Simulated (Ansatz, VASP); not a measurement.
# LiB2C2: VASP beside Ansatz

INCAR

```
SYSTEM = LiB2C2
ALGO = Normal
EDIFF = 1E-6
ENCUT = 520
GGA = PE
ISIF = 2
ISMEAR = -1
LASPH = .True.
LCHARG = .False.
LREAL = .False.
LWAVE = .False.
NBANDS = 16
NELM = 100
PREC = Accurate
SIGMA = 0.05
```

File KPOINTS:

```
k-points
0
Gamma
  11 11 4
  0 0 0
```

POSCAR

```
LiB2C2
1.0
    2.7146442891      0.0000000000      0.0000000000
   -1.3573221445      2.3509509166      0.0000000000
    0.0000000000      0.0000000000      7.1180530000
C B Li
2 2 1
Direct
    0.6586180000      0.3184310000      0.7491890000
    0.3372480000      0.6618790000      0.2683930000
    0.6826320000      0.3463690000      0.2547630000
    0.3164580000      0.6442710000      0.7402170000
   -0.0210790000     -0.0071630000      0.5017250000
```

File input.yaml:

```yaml
crystal:
  lattice:
    - [2.7146442891, 0.0, 0.0]
    - [-1.3573221445, 2.3509509166, 0.0]
    - [0.0, 0.0, 7.118053]
  atoms:
    - { symbol: C, position: [0.658618, 0.318431, 0.749189] }
    - { symbol: C, position: [0.337248, 0.661879, 0.268393] }
    - { symbol: B, position: [0.682632, 0.346369, 0.254763] }
    - { symbol: B, position: [0.316458, 0.644271, 0.740217] }
    - { symbol: Li, position: [-0.021079, -0.007163, 0.501725] }
hamiltonian:
  xc: pbe
  pseudopotentials: { kind: paw }
kpoints:
  mp_grid: { grid: [11, 11, 4] }
scf:
  occupations: { method: fermi_dirac, width: 0.05 }
output:
  forces: true
  stress: true
  eigenvalues: true
  write_density: true
  write_potential: true
  elf: true
  volumetric_format: npy
```

Change from the starting cell: atoms moved at random, drawn with an rms of 0.05 Å.

Alike in both runs: task single point; functional PBE; k mesh 11 × 11 × 4; occupations fermi-dirac, width 0.05 eV; no spin polarisation.

|  | VASP | Ansatz |
| --- | --- | --- |
| version | VASP 6.6.1 | Ansatz 0.2.0 |
| potentials or method | VASP PAW PBE potentials, release 64 (C, B, Li_sv) | Ansatz PAW |
| plane-wave cutoff (eV) | 520 | 420 |
| valence electrons in the cell | 17 | 17 |

|  | VASP | Ansatz | Ansatz less VASP |
| --- | --- | --- | --- |
| gap on the k mesh at the Fermi level (eV) | none | none | - |
| rms of the force components (eV/Å) | 0.555 | 0.555 | +0.0002 |

Atom by atom the forces differ by 0.003 eV/Å (rms over components). A gap of «none» marks a metal or a gap that the smearing closes.

Noted on VASP's run: the cutoff is short for stress, so the pressure is rough.
